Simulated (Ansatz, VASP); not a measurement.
# One calculation of SiC4, two programs

Contents of INCAR:

```
ALGO = Normal
EDIFF = 1E-6
EDIFFG = -0.01
ENCUT = 600
GGA = PE
IBRION = 2
ISIF = 3
ISMEAR = 0
LASPH = True
LCHARG = False
LREAL = False
LWAVE = False
NELM = 60
NSW = 100
PREC = Accurate
SIGMA = 0.1
```

The input KPOINTS:

```
k-points
0
Gamma
  12 12 10
```

POSCAR

```
SiC4
1.0
    3.1623547375      0.0000000000      0.0000000000
    0.0000000000      3.1623547375      0.0000000000
    0.0000000000      0.0000000000      3.9562623229
Si C
1 4
Direct
    0.5000000000      0.5000000000      0.0000000000
    0.0000000000      0.5000000000      0.6794483369
    0.5000000000      0.0000000000      0.6794483369
    0.0000000000      0.5000000000      0.3205516631
    0.5000000000      0.0000000000      0.3205516631
```

Input for Ansatz:

```yaml
crystal:
  lattice:
    - [3.1623547375, 0.0, 0.0]
    - [0.0, 3.1623547375, 0.0]
    - [0.0, 0.0, 3.9562623229]
  atoms:
    - { symbol: Si, position: [0.5, 0.5, 0.0] }
    - { symbol: C, position: [0.0, 0.5, 0.6794483369] }
    - { symbol: C, position: [0.5, 0.0, 0.6794483369] }
    - { symbol: C, position: [0.0, 0.5, 0.3205516631] }
    - { symbol: C, position: [0.5, 0.0, 0.3205516631] }
basis:
  ecutwfc: 420
kpoints:
  mp_grid: { grid: [12, 12, 10] }
hamiltonian:
  xc: pbe
scf:
  occupations: { method: gaussian, width: 0.1 }
output:
  forces: true
  stress: true
  eigenvalues: true
  write_density: true
  write_potential: true
  elf: true
  volumetric_format: npy
relax:
  adjacent_minimum: "off"
  f_tol: 0.01
  max_steps: 80
  cell: { stress_tol: 0.05 }
```

Alike in both runs: task relaxation of cell and atoms; functional PBE; k mesh 12 × 12 × 10; occupations gaussian, width 0.1 eV; no spin polarisation.

```csv
,VASP,Ansatz
version,VASP 6.6.1,Ansatz 0.2.0
potentials or method,"VASP PAW PBE potentials, release 64 (Si, C), cutoff 600 eV","scalar-relativistic, plane waves, PAW"
valence electrons in the cell,20,20
```

Ansatz gave:

* gap on the k mesh at the Fermi level, each at its own relaxed structure (eV): none
* relaxed volume (Å³/atom): 7.84
* relaxed cell length with the largest relative difference (Å): 3.970

Question: What did VASP give for the same quantities?

Answer: gap on the k mesh at the Fermi level, each at its own relaxed structure (eV): none; relaxed volume (Å³/atom): 7.82; relaxed cell length with the largest relative difference (Å): 3.967.

A gap of «none» marks a metal or a gap that the smearing closes.
